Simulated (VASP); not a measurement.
Wanted: the native input for a VASP 6.6.1 run.

- Task: single point
- Functional: LDA
- Potentials or basis: VASP PAW LDA potentials, release 64 (Sr_sv)
- Cutoff: 520 eV
- k mesh: 6 × 6 × 6
- Occupations: fermi-dirac, width 0.05 eV
- Spin: no spin polarisation
- Dipole correction: no
- Further INCAR settings: ALGO = Normal; EDIFF = 1e-06; NBANDS = 11

The structure of Sr lies in POSCAR:

```
Sr
1.0
    0.0000000000      3.0423500000      3.0423500000
    3.0423500000      0.0000000000      3.0423500000
    3.0423500000      3.0423500000      0.0000000000
Sr
1
Direct
    0.0000000000      0.0000000000      0.0000000000
```

One way to write it, as run:

INCAR

```
PREC = Accurate
ENCUT = 520
EDIFF = 1E-6
ISMEAR = -1
SIGMA = 0.05
LREAL = F
LASPH = T
NELM = 60
ALGO = Normal
ISIF = 2
LWAVE = F
LCHARG = F
GGA = CA
NBANDS = 11
```

KPOINTS

```
Automatic mesh
0
Gamma
  6 6 6
```

Potentials or basis: VASP PAW LDA potentials, release 64 (Sr_sv).

Launch:

```sh
$ cat potpaw_LDA.64/Sr_sv/POTCAR > POTCAR
$ mpirun -np 1 vasp_std > vasp.out
```

Results of the run:

```yaml
Pressure: -1.5 GPa
Band_gap_on_the_k_mesh: 0.10 eV, direct
```

Wall time 4.3 s on 1 thread of AMD EPYC 7R13, on a shared host, peak memory 0.15 GiB.
